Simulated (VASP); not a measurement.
Set up this calculation in VASP 6.6.1, as the native input.

```yaml
Task: single point
Functional: PBEsol
Potentials_or_basis: VASP PAW PBE potentials, release 64 (Ru_pv)
Cutoff: 520 eV
k_mesh: 24 × 24 × 12
Occupations: gaussian, width 0.15 eV
Spin: no spin polarisation
Dipole_correction: no
Further_INCAR_settings: ALGO = Fast; EDIFF = 1e-07; NBANDS = 21
```

The structure of Ru lies in POSCAR:

```
Ru
1.0
    2.6246253542      0.0000000000      0.0000000000
   -1.3123126771      2.2729922322      0.0000000000
    0.0000000000      0.0000000000      4.3461285000
Ru
2
Direct
    0.3333333333      0.6666666667      0.2500000000
    0.6666666667      0.3333333333      0.7500000000
```

This cell differs from its parent crystal: strain -0.030 along x and y, +0.015 along z.

These files were run (other wordings do the same):

INCAR

```
SYSTEM = Ru
PREC = Accurate
ENCUT = 520
EDIFF = 1E-7
ISMEAR = 0
SIGMA = 0.15
LREAL = .False.
LASPH = .True.
NELM = 80
ALGO = Fast
ISIF = 2
LWAVE = .False.
LCHARG = .False.
GGA = PS
NBANDS = 21
```

KPOINTS

```
regular mesh
0
Gamma
  24 24 12
  0 0 0
```

Potentials or basis: VASP PAW PBE potentials, release 64 (Ru_pv).

Run with:

```console
$ cat potpaw_PBE.64/Ru_pv/POTCAR > POTCAR
$ mpirun -np 1 vasp_std > vasp.out
```

Results of the run:

- Pressure: 10.3 GPa
- Band gap on the k mesh: zero (bands 14 and 15 overlap by 3.37 eV)

Caveat: the cell differs from its parent crystal (strain -0.030 along x and y, +0.015 along z); the cell stands under pressure; the PAW data sets were made with another functional, which shifts forces and pressure a little.

Wall time 4.1 min on 1 thread of Intel Xeon 8259CL, on a shared host, peak memory 0.29 GiB.
